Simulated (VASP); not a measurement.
Input of a VASP 6.6.1 run:

File POSCAR:

```
GaP
1.0
    0.0000000000      2.5072300000      2.9432700000
    2.5072300000      0.0000000000      2.9432700000
    2.5072300000      2.5072300000      0.0000000000
Ga P
1 1
Direct
    0.0000000000      0.0000000000      0.0000000000
    0.7500000000      0.7500000000      0.7500000000
```

The input INCAR.step1:

```
SYSTEM = GaP
PREC = Accurate
ENCUT = 520
ISMEAR = 0
SIGMA = 0.05
LREAL = .False.
LASPH = .True.
NELM = 100
NBANDS = 16
GGA = PE
ALGO = Normal
EDIFF = 1E-4
LWAVE = .True.
LCHARG = .False.
```

INCAR.step2

```
SYSTEM = GaP
PREC = Accurate
ENCUT = 520
EDIFF = 1E-7
ISMEAR = 0
SIGMA = 0.05
LREAL = .False.
LASPH = .True.
NELM = 100
ALGO = Normal
ISIF = 2
LWAVE = .False.
LCHARG = .True.
METAGGA = R2SCAN
LMIXTAU = .True.
LELF = .True.
LVHAR = .True.
NBANDS = 16
ISTART = 1
```

File KPOINTS:

```
regular mesh
0
Gamma
  8 8 8
  0 0 0
```

Potentials or basis: VASP PAW PBE potentials, release 64 (Ga_d, P).

Run with:

```bash
$ cat potpaw_PBE.64/Ga_d/POTCAR potpaw_PBE.64/P/POTCAR > POTCAR
$ cp INCAR.step1 INCAR
$ mpirun -np 1 vasp_std > vasp.out
$ cp INCAR.step2 INCAR
$ mpirun -np 1 vasp_std > vasp.out
```

Task: Predict the pressure.

Result: 8.9 GPa.

Task: Predict the band gap on the k mesh.

Result: 0.88 eV, indirect (least direct gap 2.01 eV).

Stress tensor (GPa, compression positive):
```
14.83  0.00  0.00
 0.00 14.83  0.00
 0.00  0.00 -2.92
```

Caveat: the cell differs from its parent crystal (strain -0.080 along x and y, +0.080 along z); the PAW data sets were made with another functional, which shifts forces and pressure a little. A k mesh can miss the band edges.
